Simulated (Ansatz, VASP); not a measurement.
## SrTiO3: VASP beside Ansatz

```
CELL_PARAMETERS angstrom
3.92965 0.00000 0.00000
0.00000 3.92965 0.00000
0.00000 0.00000 3.92965
ATOMIC_POSITIONS crystal
Sr 0.50000 0.50000 0.50000
Ti 0.00000 0.00000 0.00000
O 0.50000 0.00000 0.00000
O 0.00000 0.50000 0.00000
O 0.00000 0.00000 0.50000
```

Alike in both runs: task single point; functional PBEsol; k mesh 8 × 8 × 8; occupations gaussian, width 0.02 eV; no spin polarisation.

```csv
,VASP,Ansatz
version,VASP 6.6.1,Ansatz 0.2.0
potentials or method,"VASP PAW PBE potentials, release 64 (Sr_sv, Ti_sv, O), cutoff 600 eV","scalar-relativistic, plane waves, PAW"
valence electrons in the cell,40,40
```

```tsv
	VASP	Ansatz	Ansatz less VASP
gap on the k mesh at the Fermi level (eV)	1.77	1.80	+0.031
least direct gap on the mesh (eV)	2.14	2.16	+0.020
pressure (GPa)	-4.7	-5.2	-0.46
```

VASP's potentials were made for PBE, not for PBEsol. With one functional, cell and mesh, what is left measures potentials, basis and numerics.
